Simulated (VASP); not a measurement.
# GaBPN (P4/mmm) in VASP: a series of runs

GaBPN is run at these levels: PBE; tasks: single point, relaxation of cell and atoms.

All numbers are computed with VASP 6.6.1; they aren't measurements. Logs are shortened: lines on timing, memory, paths and dates and some standing lists are left out, and cuts for length are marked.

## (1) The cell of the first run

The structure is tetragonal, space group P4/mmm (No. 123). Conventional cell: a = 3.048 Å, b = 3.048 Å, c = 4.871 Å, α = 90.00°, β = 90.00°, γ = 90.00°. Ga (site symmetry 4/mmm) has 4 B at 2.16 Å and 2 P at 2.44 Å within 2.9 Å. B (site symmetry 4/mmm) has 4 Ga at 2.16 Å and 2 N at 2.44 Å within 2.9 Å. P (site symmetry 4/mmm) has 4 N at 2.16 Å and 2 Ga at 2.44 Å within 2.9 Å. N (site symmetry 4/mmm) has 4 P at 2.16 Å and 2 B at 2.44 Å within 2.9 Å.

## (2) Single point, PBE

Input file INCAR:

```
ALGO = Normal
EDIFF = 1E-7
ENCUT = 520
GGA = PE
ISIF = 2
ISMEAR = 0
LASPH = True
LCHARG = False
LREAL = False
LWAVE = False
NBANDS = 21
NELM = 100
PREC = Accurate
SIGMA = 0.1
```

Input file KPOINTS:

```
k-points
0
Gamma
  6 6 4
```

Input file POSCAR:

```
GaBPN
1.0
    3.0481777156      0.0000000000      0.0000000000
    0.0000000000      3.0481777156      0.0000000000
    0.0000000000      0.0000000000      4.8706507186
Ga B P N
1 1 1 1
Direct
    0.5000000000      0.5000000000      0.5000000000
    0.0000000000      0.0000000000      0.5000000000
    0.5000000000      0.5000000000      0.0000000000
    0.0000000000      0.0000000000      0.0000000000
```

Potentials or basis: VASP PAW PBE potentials, release 64 (Ga_d, B, P, N).

On the command line:

```
cat potpaw_PBE.64/Ga_d/POTCAR potpaw_PBE.64/B/POTCAR potpaw_PBE.64/P/POTCAR potpaw_PBE.64/N/POTCAR > POTCAR
mpirun -np 1 vasp_std > vasp.out
```

OUTCAR:

```text
EDIFF = 1E-7
   ENCUT = 520
   GGA = PE
   ISIF = 2
   ISMEAR = 0
   LASPH = True
   LREAL = False
   NELM = 100
   PREC = Accurate

 ion  position               nearest neighbor table
   1  0.500  0.500  0.500-   2 2.16   2 2.16   2 2.16   2 2.16   3 2.44   3 2.44
   2  0.000  0.000  0.500-   1 2.16   1 2.16   1 2.16   1 2.16
   3  0.500  0.500  0.000-   4 2.16   4 2.16   4 2.16   4 2.16   1 2.44   1 2.44
   4  0.000  0.000  0.000-   3 2.16   3 2.16   3 2.16   3 2.16

  LATTYP: Found a simple tetragonal cell.
 ALAT       =     3.0481777156
 C/A-ratio  =     1.5978893533

  Lattice vectors:

 A1 = (   3.0481777156,   0.0000000000,   0.0000000000)
 A2 = (   0.0000000000,   3.0481777156,   0.0000000000)
 A3 = (   0.0000000000,   0.0000000000,   4.8706507186)

Analysis of symmetry for initial positions (statically):
=====================================================================
 Subroutine PRICEL returns:
 Original cell was already a primitive cell.

 Routine SETGRP: Setting up the symmetry group for a
 simple tetragonal supercell.

 Subroutine GETGRP returns: Found 16 space group operations
 (whereof 16 operations were pure point group operations)
 out of a pool of 16 trial point group operations.

The static configuration has the point symmetry D_4h.

Analysis of symmetry for dynamics (positions and initial velocities):
=====================================================================
 Subroutine PRICEL returns:
 Original cell was already a primitive cell.

 Routine SETGRP: Setting up the symmetry group for a
 simple tetragonal supercell.

 Subroutine GETGRP returns: Found 16 space group operations
 (whereof 16 operations were pure point group operations)
 out of a pool of 16 trial point group operations.

The dynamic configuration has the point symmetry D_4h.

 Subroutine INISYM returns: Found 16 space group operations
 (whereof 16 operations are pure point group operations),
 and found     1 'primitive' translations

----------------------------------------------------------------------------------------

                                     Primitive cell

  volume of cell :      45.2551

  direct lattice vectors                    reciprocal lattice vectors
     3.048177716  0.000000000  0.000000000     0.328064861  0.000000000  0.000000000
     0.000000000  3.048177716  0.000000000     0.000000000  0.328064861  0.000000000
     0.000000000  0.000000000  4.870650719     0.000000000  0.000000000  0.205311376

  length of vectors
     3.048177716  3.048177716  4.870650719     0.328064861  0.328064861  0.205311376

  position of ions in fractional coordinates (direct lattice)
     0.500000000  0.500000000  0.500000000
     0.000000000  0.000000000  0.500000000
     0.500000000  0.500000000  0.000000000
     0.000000000  0.000000000  0.000000000

  ion indices of the primitive-cell ions
   primitive index   ion index
                 1           1
                 2           2
                 3           3
                 4           4

----------------------------------------------------------------------------------------

 KPOINTS: k-points

Automatic generation of k-mesh.
 Grid dimensions read from file:
 generate k-points for:    6    6    4

 Generating k-lattice:

  Cartesian coordinates                     Fractional coordinates (reciprocal lattice)
     0.054677477  0.000000000  0.000000000     0.166666667  0.000000000  0.000000000
     0.000000000  0.054677477  0.000000000     0.000000000  0.166666667  0.000000000
     0.000000000  0.000000000  0.051327844     0.000000000  0.000000000  0.250000000

  Length of vectors
     0.054677477  0.054677477  0.051327844

  Shift w.r.t. Gamma in fractional coordinates (k-lattice)
     0.000000000  0.000000000  0.000000000

 Subroutine IBZKPT returns following result:
 ===========================================

 Found     30 irreducible k-points:

 Following reciprocal coordinates:
            Coordinates               Weight
  0.000000  0.000000  0.000000      1.000000
  0.166667  0.000000  0.000000      4.000000
  0.333333  0.000000  0.000000      4.000000
  0.500000  0.000000  0.000000      2.000000
  0.166667  0.166667  0.000000      4.000000
  0.333333  0.166667  0.000000      8.000000
[... 16 lines left out ...]
  0.333333  0.000000  0.500000      4.000000
  0.500000  0.000000  0.500000      2.000000
 [... further k-points ...]
   k-points           NKPTS =     30   k-points in BZ     NKDIM =     30   number of bands    NBANDS=     21
   number of dos      NEDOS =    301   number of ions     NIONS =      4
   total plane-waves  NPLWV =  20736
   dimension x,y,z NGX =    24 NGY =   24 NGZ =   36
   dimension x,y,z NGXF=    48 NGYF=   48 NGZF=   72
   ions per type =               1   1   1   1
   NGX,Y,Z   is equivalent  to a cutoff of  13.09, 13.09, 12.29 a.u.
   NGXF,Y,Z  is equivalent  to a cutoff of  26.18, 26.18, 24.58 a.u.
 SYSTEM =  unknown system
   PREC   = accura    normal or accurate (medium, high low for compatibility)
   ISTART =      0    job   : 0-new  1-cont  2-samecut
   ICHARG =      2    charge: 1-file 2-atom 10-const
   ISPIN  =      1    spin polarized calculation?
   LNONCOLLINEAR =      F non collinear calculations
   LSORBIT =      F    spin-orbit coupling
   LASPH  =      T    aspherical Exc in radial PAW
   ENCUT  =  520.0 eV  38.22 Ry    6.18 a.u.   5.67  5.67  9.06*2*pi/ulx,y,z
   NELM   =    100;   NELMIN=  2; NELMDL= -5     # of ELM steps
   EDIFF  = 0.1E-06   stopping-criterion for ELM
   LREAL  =      F    real-space projection
   EDIFFG = 0.1E-05   stopping-criterion for IOM
   NSW    =      0    number of steps for IOM
   IBRION =     -1    ionic relax: 0-MD 1-quasi-New 2-CG
   NFREE  =      0    steps in history (QN), initial steepest desc. (CG)
   ISIF   =      2    stress and relaxation
   ISYM   =      2    0-nonsym 1-usesym 2-fastsym
   POTIM  = 0.5000    time-step for ionic-motion
   TEBEG  =    0.0;   TEEND  =   0.0 temperature during run
   PSTRESS=    0.0 pullay stress
   NELECT =      26.0000    total number of electrons
   NUPDOWN=      -1.0000    fix difference up-down
   EMIN   =  10.00;   EMAX   =-10.00  energy-range for DOS
   EFERMI =   0.00;   METHOD = LEGACY
   ISMEAR =     0;   SIGMA  =   0.10  broadening in eV -4-tet -1-fermi 0-gaus
   EFERMI_NEDOS =   21; number of points for ismear=-14 and -15
   IALGO  =     38    algorithm
   IMIX   =      4    mixing-type and parameters
     AMIX     =   0.40;   BMIX     =  1.00
     AMIX_MAG =   1.60;   BMIX_MAG =  1.00
  volume/ion in A,a.u.               =      11.31        76.35
  Fermi-wavevector in a.u.,A,eV,Ry     =   1.360954  2.571830 25.200652  1.852196
  Thomas-Fermi vector in A             =   2.487572
   LORBIT       =      0    0 simple, 1 ext, 2 COOP (PROOUT), +10 PAW based schemes
   GGA     = PE    functional components
   LHFCALC =     F    Hartree Fock is set to
   AEXX    =    0.0000 exact exchange contribution
   IVDW    =     0    specifies the selected vdW correction
   LEPSILON=     F    determine dielectric tensor
   LRPA    =     F    only Hartree local field effects (RPA)
 non-spin polarized calculation
 Gauss-broadening in eV      SIGMA  =   0.10
  energy-cutoff  :      520.00
  volume of cell :       45.26
 maximum number of plane-waves:      1236
 NGX is ok and might be reduce to    24
   NGX = 11   NGY = 11   NGZ = 19

 number of electron      26.0000025 magnetization

 Free energy of the ion-electron system (eV)
  ---------------------------------------------------
  ext. energy  EPLUGINS =         0.00000000
  ---------------------------------------------------
  free energy    TOTEN  =       -18.91393583 eV

  energy without entropy =      -18.90762493  energy(sigma->0) =      -18.91078038

 E-fermi :   7.4844     XC(G=0): -11.7623

 val. band max:        7.4694295583   @ k =   0.5000   0.0000   0.5000
 cond. band min:       7.4962831708   @ k =   0.0000   0.0000   0.5000
 fundamental gap:      0.0268536125
 Fermi energy:         7.4843674594

 k-point     1 :       0.0000    0.0000    0.0000
  band No.  band energies     occupation
      1      -9.7800      2.00000
      2      -7.6669      2.00000
      3      -7.5474      2.00000
      4      -7.3967      2.00000
      5      -7.3402      2.00000
      6      -7.3402      2.00000
[... 13 lines left out ...]
     20      17.2996      0.00000
     21      17.8440      0.00000

 k-point     2 :       0.1667    0.0000    0.0000
  band No.  band energies     occupation
      1      -9.4343      2.00000
      2      -7.6319      2.00000
      3      -7.5063      2.00000
      4      -7.4371      2.00000
      5      -7.3700      2.00000
      6      -7.3377      2.00000
[... 13 lines left out ...]
     20      16.9111      0.00000
     21      18.2381      0.00000

 k-point     3 :       0.3333    0.0000    0.0000
  band No.  band energies     occupation
      1      -8.4776      2.00000
      2      -7.5991      2.00000
      3      -7.5162      2.00000
      4      -7.4272      2.00000
      5      -7.3970      2.00000
      6      -7.3327      2.00000
[... 13 lines left out ...]
     20      17.5041      0.00000
     21      17.8455      0.00000

 k-point     4 :       0.5000    0.0000    0.0000
  band No.  band energies     occupation
      1      -7.6430      2.00000
      2      -7.5549      2.00000
      3      -7.5125      2.00000
      4      -7.4548      2.00000
      5      -7.4098      2.00000
      6      -7.3302      2.00000
[... 13 lines left out ...]
     20      17.1746      0.00000
     21      17.7350      0.00000

 k-point     5 :       0.1667    0.1667    0.0000
  band No.  band energies     occupation
      1      -9.0995      2.00000
      2      -7.5873      2.00000
      3      -7.4787      2.00000
      4      -7.4741      2.00000
      5      -7.3717      2.00000
      6      -7.3596      2.00000
[... 13 lines left out ...]
     20      16.2341      0.00000
     21      18.5675      0.00000

 k-point     6 :       0.3333    0.1667    0.0000
  band No.  band energies     occupation
      1      -8.2011      2.00000
      2      -7.5868      2.00000
      3      -7.4957      2.00000
      4      -7.4202      2.00000
      5      -7.3706      2.00000
      6      -7.3565      2.00000
[... 13 lines left out ...]
     20      18.2198      0.00000
     21      18.2400      0.00000

 k-point     7 :       0.5000    0.1667    0.0000
  band No.  band energies     occupation
      1      -7.6555      2.00000
      2      -7.5986      2.00000
      3      -7.4458      2.00000
      4      -7.3643      2.00000
      5      -7.3527      2.00000
      6      -7.2154      2.00000
[... 13 lines left out ...]
     20      16.1239      0.00000
     21      19.1901      0.00000
[... 291 lines left out ...]
      1      -7.7883      2.00000
      2      -7.4697      2.00000
      3      -7.4239      2.00000
      4      -7.4239      2.00000
      5      -7.2144      2.00000
      6      -6.2235      2.00000
[... 13 lines left out ...]
     20      15.0020      0.00000
     21      17.2970      0.00000

 k-point    21 :       0.0000    0.0000    0.5000
  band No.  band energies     occupation
      1      -9.5534      2.00000
      2      -7.6660      2.00000
      3      -7.5471      2.00000
      4      -7.3966      2.00000
      5      -7.3428      2.00000
      6      -7.3428      2.00000
[... 13 lines left out ...]
     20      16.0824      0.00000
     21      16.2868      0.00000

 k-point    22 :       0.1667    0.0000    0.5000
  band No.  band energies     occupation
      1      -9.2205      2.00000
      2      -7.6346      2.00000
      3      -7.5073      2.00000
      4      -7.4370      2.00000
      5      -7.3576      2.00000
      6      -7.3400      2.00000
[... 13 lines left out ...]
     20      15.7250      0.00000
     21      17.5655      0.00000

 k-point    23 :       0.3333    0.0000    0.5000
  band No.  band energies     occupation
      1      -8.3347      2.00000
      2      -7.6064      2.00000
      3      -7.5159      2.00000
      4      -7.4065      2.00000
      5      -7.3437      2.00000
      6      -7.3345      2.00000
[... 13 lines left out ...]
     20      16.0610      0.00000
     21      18.0289      0.00000

 k-point    24 :       0.5000    0.0000    0.5000
  band No.  band energies     occupation
      1      -7.7687      2.00000
      2      -7.5985      2.00000
      3      -7.5545      2.00000
      4      -7.3555      2.00000
      5      -7.3317      2.00000
      6      -7.0840      2.00000
[... 13 lines left out ...]
     20      15.5010      0.00000
     21      17.6235      0.00000

 [... further k-points ...]
[... 5 lines left out ...]
  --------------------------------------------------------------------------------------
  -------------------------------------------------------------------------------------
  Total       -0.0645888     -0.0645888     -0.0539364      0.0000000      0.0000000      0.0000000
  in kB       -2.2866544     -2.2866544     -1.9095248      0.0000000      0.0000000      0.0000000
  external PRESSURE =      -2.1609445 kB  Pullay stress =       0.0000000 kB

 VOLUME and BASIS-vectors are now :
 -----------------------------------------------------------------------------
  energy-cutoff  :      520.00
  volume of cell :       45.26
      direct lattice vectors                 reciprocal lattice vectors
     3.048177716  0.000000000  0.000000000     0.328064861  0.000000000  0.000000000
     0.000000000  3.048177716  0.000000000     0.000000000  0.328064861  0.000000000
     0.000000000  0.000000000  4.870650719     0.000000000  0.000000000  0.205311376

 POSITION                                       TOTAL-FORCE (eV/Angst)
 -----------------------------------------------------------------------------------
      1.52409      1.52409      2.43533         0.000000      0.000000      0.000000
      0.00000      0.00000      2.43533         0.000000      0.000000      0.000000
      1.52409      1.52409      0.00000         0.000000      0.000000      0.000000
      0.00000      0.00000      0.00000         0.000000      0.000000      0.000000
 -----------------------------------------------------------------------------------
    total drift:                                0.000000      0.000000     -0.000000

  FREE ENERGIE OF THE ION-ELECTRON SYSTEM (eV)
  ---------------------------------------------------
  free  energy   TOTEN  =       -18.9139358302 eV

  energy  without entropy=      -18.9076249339  energy(sigma->0) =      -18.91078038
```

Run time: 30 s. Hardware: 1 thread of Intel Xeon Platinum 8259CL at 2.50GHz (Skylake/Cascade Lake), shared host; peak memory 0.17 GiB.

Results:

| Property | Result |
| --- | --- |
| Free energy | -18.9139 eV |
| Pressure | -0.2 GPa |
| Band gap on the k mesh | zero (band 13 reaches 8.36 eV, above the bottom of band 14 at 4.85 eV) |

Levels at points of the mesh, in eV from the Fermi level:
```csv
k point,band 9,band 10,band 11,band 12,band 13,band 14,band 15,band 16,band 17,band 18
"(0.00, 0.00, 0.00)",-5.61,-4.18,-4.18,0.45,0.45,0.66,3.60,5.00,6.01,6.63
"(0.50, 0.00, 0.00)",-6.52,-4.17,-4.15,-2.40,0.86,1.10,1.52,2.95,4.15,8.46
"(0.50, 0.50, 0.00)",-7.99,-4.04,-4.04,-3.49,-3.09,-2.64,-1.18,4.54,4.54,4.82
"(0.00, 0.00, 0.50)",-4.02,-4.02,-2.79,-1.00,0.01,0.01,0.64,5.49,6.58,6.58
"(0.50, 0.00, 0.50)",-8.53,-2.35,-1.22,-0.01,0.44,0.57,1.78,1.98,2.75,4.92
"(0.50, 0.50, 0.50)",-7.58,-4.99,-4.95,-4.95,-4.95,0.19,2.32,4.48,6.09,6.80
```

[end of part 1 of 2]
